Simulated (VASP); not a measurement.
Input of a VASP 6.6.1 run:

Contents of INCAR:

```
SYSTEM = As
ALGO     = Normal         ! electronic algorithm
EDIFF    = 1E-6           ! SCF threshold, eV
ENCUT    = 520            ! plane-wave cutoff, eV
GGA      = PE             ! functional
ISIF     = 2              ! what is computed and relaxed
ISMEAR   = -1             ! smearing method
LASPH    = .TRUE.         ! aspherical terms in the spheres
LCHARG   = .FALSE.        ! write CHGCAR
LREAL    = .FALSE.        ! projectors in reciprocal space
LWAVE    = .FALSE.        ! write WAVECAR
NBANDS   = 14             ! bands
NELM     = 60             ! most SCF steps
PREC     = Accurate       ! precision mode
SIGMA    = 0.1            ! smearing width, eV
```

KPOINTS

```
k-points
0
G
  8 8 10
  0 0 0
```

File POSCAR:

```
As
1.0
    3.8527617906      0.0000000000      0.0000000000
   -1.9263808953      3.3365895854      0.0000000000
    0.0000000000      0.0000000000      2.2502730614
As
3
Direct
    0.0000000000      0.0000000000      0.0000000000
    0.3333333333      0.6666666667      0.5000000000
    0.6666666667      0.3333333333      0.5000000000
```

Potentials or basis: VASP PAW PBE potentials, release 64 (As).

Command:

```sh
$ cat potpaw_PBE.64/As/POTCAR > POTCAR
$ mpirun -np 1 vasp_std > vasp.out
```

(1) Estimate the pressure.

## Answers

(1) 255.1 GPa.
